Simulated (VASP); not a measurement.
# Yb in VASP: single point with PBE

Aim: the single point of Yb with PBE.

All numbers are computed with VASP 6.6.1; they aren't measurements. Logs are shortened: lines on timing, memory, paths and dates and some standing lists are left out, and cuts for length are marked.

## (1) The cell of the first run

The cell holds a cluster in a box, 1 atom: a = 8.500 Å, b = 8.500 Å, c = 8.500 Å, α = 90.00°, β = 90.00°, γ = 90.00°.

## (2) Single point, PBE

The input, INCAR:

```
SYSTEM = Yb
  PREC = Accurate
  ENCUT = 520
  EDIFF = 1E-6
  ISMEAR = -1
  SIGMA = 0.1
  LREAL = .FALSE.
  LASPH = .TRUE.
  NELM = 200
  ALGO = Normal
  ISIF = 2
  LWAVE = .FALSE.
  LCHARG = .FALSE.
  GGA = PE
  NBANDS = 18
  GGA_COMPAT = .FALSE.
  LMAXMIX = 6
```

The input, KPOINTS:

```
Automatic mesh
0
G
  1 1 1
  0 0 0
```

The input, POSCAR:

```
Yb
1.0
    8.5000000000      0.0000000000      0.0000000000
    0.0000000000      8.5000000000      0.0000000000
    0.0000000000      0.0000000000      8.5000000000
Yb
1
Direct
    0.5100000000      0.5200000000      0.4900000000
```

Potentials or basis: VASP PAW PBE potentials, release 64 (Yb).

Run with:

```console
$ cat potpaw_PBE.64/Yb/POTCAR > POTCAR
$ mpirun -np 1 vasp_gam > vasp.out
```

OUTCAR:

```text
SYSTEM = Yb
   PREC = Accurate
   ENCUT = 520
   EDIFF = 1E-6
   ISMEAR = -1
   LREAL = .FALSE.
   LASPH = .TRUE.
   NELM = 200
   ISIF = 2
   GGA = PE

 ion  position               nearest neighbor table
   1  0.510  0.520  0.490-

  LATTYP: Found a simple cubic cell.
 ALAT       =     8.5000000000

  Lattice vectors:

 A1 = (   8.5000000000,   0.0000000000,   0.0000000000)
 A2 = (   0.0000000000,   8.5000000000,   0.0000000000)
 A3 = (   0.0000000000,   0.0000000000,   8.5000000000)

Analysis of symmetry for initial positions (statically):
=====================================================================
 Subroutine PRICEL returns:
 Original cell was already a primitive cell.

 Routine SETGRP: Setting up the symmetry group for a
 simple cubic supercell.

 Subroutine GETGRP returns: Found 48 space group operations
 (whereof  2 operations were pure point group operations)
 out of a pool of 48 trial point group operations.

The static configuration has the point symmetry C_1h.
 The point group associated with its full space group is O_h .

Analysis of symmetry for dynamics (positions and initial velocities):
=====================================================================
 Subroutine PRICEL returns:
 Original cell was already a primitive cell.

 Routine SETGRP: Setting up the symmetry group for a
 simple cubic supercell.

 Subroutine GETGRP returns: Found 48 space group operations
 (whereof  2 operations were pure point group operations)
 out of a pool of 48 trial point group operations.

The dynamic configuration has the point symmetry C_1h.
 The point group associated with its full space group is O_h .

 Subroutine INISYM returns: Found 48 space group operations
 (whereof  2 operations are pure point group operations),
 and found     1 'primitive' translations

----------------------------------------------------------------------------------------

                                     Primitive cell

  volume of cell :     614.1250

  direct lattice vectors                    reciprocal lattice vectors
     8.500000000  0.000000000  0.000000000     0.117647059  0.000000000  0.000000000
     0.000000000  8.500000000  0.000000000     0.000000000  0.117647059  0.000000000
     0.000000000  0.000000000  8.500000000     0.000000000  0.000000000  0.117647059

  length of vectors
     8.500000000  8.500000000  8.500000000     0.117647059  0.117647059  0.117647059

  position of ions in fractional coordinates (direct lattice)
     0.510000000  0.520000000  0.490000000

  ion indices of the primitive-cell ions
   primitive index   ion index
                 1           1

----------------------------------------------------------------------------------------

 KPOINTS: Automatic mesh

Automatic generation of k-mesh.
 Grid dimensions read from file:
 generate k-points for:    1    1    1

 Generating k-lattice:

  Cartesian coordinates                     Fractional coordinates (reciprocal lattice)
     0.117647059  0.000000000  0.000000000     1.000000000  0.000000000  0.000000000
     0.000000000  0.117647059  0.000000000     0.000000000  1.000000000  0.000000000
     0.000000000  0.000000000  0.117647059     0.000000000  0.000000000  1.000000000

  Length of vectors
     0.117647059  0.117647059  0.117647059

  Shift w.r.t. Gamma in fractional coordinates (k-lattice)
     0.000000000  0.000000000  0.000000000

 Subroutine IBZKPT returns following result:
 ===========================================

 Found      1 irreducible k-points:

 Following reciprocal coordinates:
            Coordinates               Weight
  0.000000  0.000000  0.000000      1.000000
   k-points           NKPTS =      1   k-points in BZ     NKDIM =      1   number of bands    NBANDS=     18
   number of dos      NEDOS =    301   number of ions     NIONS =      1
   total plane-waves  NPLWV = 262144
   dimension x,y,z NGX =    64 NGY =   64 NGZ =   64
   dimension x,y,z NGXF=   128 NGYF=  128 NGZF=  128
   ions per type =               1
   NGX,Y,Z   is equivalent  to a cutoff of  12.52, 12.52, 12.52 a.u.
   NGXF,Y,Z  is equivalent  to a cutoff of  25.03, 25.03, 25.03 a.u.
 SYSTEM =  Yb
   PREC   = accura    normal or accurate (medium, high low for compatibility)
   ISTART =      0    job   : 0-new  1-cont  2-samecut
   ICHARG =      2    charge: 1-file 2-atom 10-const
   ISPIN  =      1    spin polarized calculation?
   LNONCOLLINEAR =      F non collinear calculations
   LSORBIT =      F    spin-orbit coupling
   LASPH  =      T    aspherical Exc in radial PAW
   ENCUT  =  520.0 eV  38.22 Ry    6.18 a.u.  15.80 15.80 15.80*2*pi/ulx,y,z
   NELM   =    200;   NELMIN=  2; NELMDL= -5     # of ELM steps
   EDIFF  = 0.1E-05   stopping-criterion for ELM
   LREAL  =      F    real-space projection
   EDIFFG = 0.1E-04   stopping-criterion for IOM
   NSW    =      0    number of steps for IOM
   IBRION =     -1    ionic relax: 0-MD 1-quasi-New 2-CG
   NFREE  =      0    steps in history (QN), initial steepest desc. (CG)
   ISIF   =      2    stress and relaxation
   ISYM   =      2    0-nonsym 1-usesym 2-fastsym
   POTIM  = 0.5000    time-step for ionic-motion
   TEBEG  =    0.0;   TEEND  =   0.0 temperature during run
   PSTRESS=    0.0 pullay stress
   NELECT =      24.0000    total number of electrons
   NUPDOWN=      -1.0000    fix difference up-down
   EMIN   =  10.00;   EMAX   =-10.00  energy-range for DOS
   EFERMI =   0.00;   METHOD = LEGACY
   ISMEAR =    -1;   SIGMA  =   0.10  broadening in eV -4-tet -1-fermi 0-gaus
   EFERMI_NEDOS =   21; number of points for ismear=-14 and -15
   IALGO  =     38    algorithm
   IMIX   =      4    mixing-type and parameters
     AMIX     =   0.40;   BMIX     =  1.00
     AMIX_MAG =   1.60;   BMIX_MAG =  1.00
  volume/ion in A,a.u.               =     614.12      4144.32
  Fermi-wavevector in a.u.,A,eV,Ry     =   0.555554  1.049845  4.199306  0.308640
  Thomas-Fermi vector in A             =   1.589341
   LORBIT       =      0    0 simple, 1 ext, 2 COOP (PROOUT), +10 PAW based schemes
   GGA     = PE    functional components
   LHFCALC =     F    Hartree Fock is set to
   AEXX    =    0.0000 exact exchange contribution
   IVDW    =     0    specifies the selected vdW correction
   LEPSILON=     F    determine dielectric tensor
   LRPA    =     F    only Hartree local field effects (RPA)
 non-spin polarized calculation
  energy-cutoff  :      520.00
  volume of cell :      614.12
 maximum number of plane-waves:      8260
 NGX is ok and might be reduce to    64
   NGX = 31   NGY = 31   NGZ = 31

 number of electron      23.9999994 magnetization

 Free energy of the ion-electron system (eV)
  ---------------------------------------------------
  ext. energy  EPLUGINS =         0.00000000
  ---------------------------------------------------
  free energy    TOTEN  =        -1.95066801 eV

  energy without entropy =       -1.95010173  energy(sigma->0) =       -1.95038487

 E-fermi :  -1.6183     XC(G=0):  -2.0467

 val. band max:       -2.7158790312   @ k =   0.0000   0.0000   0.0000
 cond. band min:      -0.5803239744   @ k =   0.0000   0.0000   0.0000
 fundamental gap:      2.1355550568
 Fermi energy:        -1.6183123616

 k-point     1 :       0.0000    0.0000    0.0000
  band No.  band energies     occupation
      1     -54.8113      2.00000
      2     -27.3040      2.00000
      3     -27.3040      2.00000
      4     -27.3040      2.00000
      5      -3.7172      2.00000
      6      -2.7160      1.99997
      7      -2.7160      1.99997
      8      -2.7160      1.99997
      9      -2.7160      1.99997
     10      -2.7159      1.99997
     11      -2.7159      1.99997
     12      -2.7159      1.99997
     13      -0.5803      0.00006
     14      -0.5803      0.00006
     15      -0.5274      0.00004
     16      -0.5274      0.00004
     17      -0.5274      0.00004
     18      -0.3370      0.00001

------------------------ aborting loop because EDIFF is reached ----------------------------------------

  FORCE on cell =-STRESS in cart. coord.  units (eV):
  Direction    XX          YY          ZZ          XY          YZ          ZX
  --------------------------------------------------------------------------------------
  -------------------------------------------------------------------------------------
  Total       -0.4369515     -0.4369515     -0.4369515      0.0000000      0.0000000     -0.0000000
  in kB       -1.1399533     -1.1399533     -1.1399533      0.0000000      0.0000000     -0.0000000
  external PRESSURE =      -1.1399533 kB  Pullay stress =       0.0000000 kB

 VOLUME and BASIS-vectors are now :
 -----------------------------------------------------------------------------
  energy-cutoff  :      520.00
  volume of cell :      614.12
      direct lattice vectors                 reciprocal lattice vectors
     8.500000000  0.000000000  0.000000000     0.117647059  0.000000000  0.000000000
     0.000000000  8.500000000  0.000000000     0.000000000  0.117647059  0.000000000
     0.000000000  0.000000000  8.500000000     0.000000000  0.000000000  0.117647059

 POSITION                                       TOTAL-FORCE (eV/Angst)
 -----------------------------------------------------------------------------------
      4.33500      4.42000      4.16500        -0.000000      0.000000      0.000000
 -----------------------------------------------------------------------------------
    total drift:                               -0.000185      0.000058      0.000187

  FREE ENERGIE OF THE ION-ELECTRON SYSTEM (eV)
  ---------------------------------------------------
  free  energy   TOTEN  =        -1.9506680138 eV

  energy  without entropy=       -1.9501017349  energy(sigma->0) =       -1.95038487
```

It took 50 s on 1 thread of Intel Xeon 6975P-C (Granite Rapids), shared host; peak memory 0.51 GiB.

What came out:

```yaml
Free_energy: -1.9507 eV
Gap_between_the_frontier_levels: 2.14 eV
```

Caveat: spin-orbit coupling is left out, which moves the levels of the heavy elements. Spin polarisation is off, so any magnetic state and its effect on volume and gap are missing.
